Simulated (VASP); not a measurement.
Crystal: Ag.

```xyz
3
Lattice="4.5850 0.0000 0.0000 -2.2925 3.9708 0.0000 0.0000 0.0000 2.8106" Properties=species:S:1:pos:R:3 pbc="T T T"
Ag    0.0000    0.0000    0.0000
Ag    0.0000    2.6472    1.4053
Ag    2.2925    1.3236    1.4053
```

```yaml
Program: VASP 6.6.1
Task: relaxation of cell and atoms
Functional: PBE
Potentials_or_basis: VASP PAW PBE potentials, release 64 (Ag)
Cutoff: 600 eV
k_mesh: 8 × 8 × 11
Occupations: fermi-dirac, width 0.1 eV
Spin: no spin polarisation
```

At the start: pressure 7.0 GPa; volume 17.06 Å³/atom.

**Question.** How do energy, volume and symmetry change on relaxing?

**Answer.** Over 5 steps the energy falls by 26.3 meV/atom and the volume is 18.21 Å³/atom (+6.7 %); space group P6/mmm (No. 191, to 0.05 Å).

Step by step:
```tsv
step	energy change (eV)	largest force (eV/Å)	pressure (GPa)	volume (Å³)
1	0.0000	0.0000	6.97	51.17
2	-0.0568	0.0000	-3.04	56.85
3	-0.0774	0.0000	-0.16	54.75
4	-0.0789	0.0000	-0.01	54.66
5	-0.0790	0.0000	0.05	54.62
```

Final structure:
```xyz
3
Lattice="4.7213 0.0000 0.0000 -2.3606 4.0887 0.0000 0.0000 0.0000 2.8296" Properties=species:S:1:pos:R:3 pbc="T T T"
Ag    0.0000    0.0000    0.0000
Ag    0.0000    2.7258    1.4148
Ag    2.3606    1.3629    1.4148
```
